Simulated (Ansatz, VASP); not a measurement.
Ru2W: VASP beside Ansatz

INCAR

```
PREC     = Accurate       # precision mode
ENCUT    = 600            # plane-wave cutoff, eV
EDIFF    = 1E-7           # SCF threshold, eV
ISMEAR   = 0              # smearing method
SIGMA    = 0.1            # smearing width, eV
LREAL    = False          # projectors in reciprocal space
LASPH    = True           # aspherical terms in the spheres
NELM     = 60             # most SCF steps
ALGO     = Normal         # electronic algorithm
ISIF     = 3              # what is computed and relaxed
LWAVE    = False          # write WAVECAR
LCHARG   = False          # write CHGCAR
GGA      = PE             # functional
IBRION   = 2              # ionic algorithm
NSW      = 90             # ionic steps
EDIFFG   = -0.04          # ionic threshold
```

Contents of KPOINTS:

```
regular mesh
0
Gamma
  6 6 4
```

The input POSCAR:

```
Ru2W
1.0
    3.3047734900      0.0000000000      0.0000000000
   -1.6523867500      2.8620178000      0.0000000000
    0.0000000000      0.0000000000      5.7341875300
Ru W
2 1
Direct
    0.0000000000      0.0000000000      0.6407015500
    0.0000000000      0.0000000000      0.3592984500
    0.0000000000      0.0000000000      0.0000000000
```

Input for Ansatz:

```yaml
crystal:
  lattice:
    - [3.30477349, 0.0, 0.0]
    - [-1.65238675, 2.8620178, 0.0]
    - [0.0, 0.0, 5.73418753]
  atoms:
    - { symbol: Ru, position: [0.0, 0.0, 0.64070155] }
    - { symbol: Ru, position: [0.0, 0.0, 0.35929845] }
    - { symbol: W, position: [0.0, 0.0, 0.0] }
basis:
  ecutwfc: 420
kpoints:
  mp_grid: { grid: [6, 6, 4] }
hamiltonian:
  xc: pbe
scf:
  occupations: { method: gaussian, width: 0.1 }
  lower_state_search: "off"
output:
  forces: true
  stress: true
  eigenvalues: true
relax:
  adjacent_minimum: "off"
  f_tol: 0.04
  max_steps: 70
  cell: { stress_tol: 0.4 }
```

Alike in both runs: task relaxation of cell and atoms; functional PBE; k mesh 6 × 6 × 4; occupations gaussian, width 0.1 eV; no spin polarisation.

```csv
,VASP,Ansatz
version,VASP 6.6.1,Ansatz 0.2.0
potentials or method,"VASP PAW PBE potentials, release 64 (Ru_pv, W_sv), cutoff 600 eV","scalar-relativistic, plane waves, PAW"
valence electrons in the cell,42,46
```

|  | VASP | Ansatz | Ansatz less VASP |
| --- | --- | --- | --- |
| gap on the k mesh at the Fermi level, each at its own relaxed structure (eV) | none | none | - |
| relaxed volume (Å³/atom) | 16.02 | 16.00 | -0.019 |
| relaxed length of the cell vector where the two differ most in proportion (Å) | 7.339 | 7.328 | -0.0114 |

A gap of «none» marks a metal or a gap that the smearing closes. VASP's potentials hold 42 valence electrons a cell and Ansatz's 46, so a difference there can come from the potentials and not from the codes.

The k mesh is coarse, so the values compare programs but aren't converged. Neither program's run includes spin-orbit coupling. Noted on VASP's run: too few bands were computed for a metal, which touches its energy and stress.
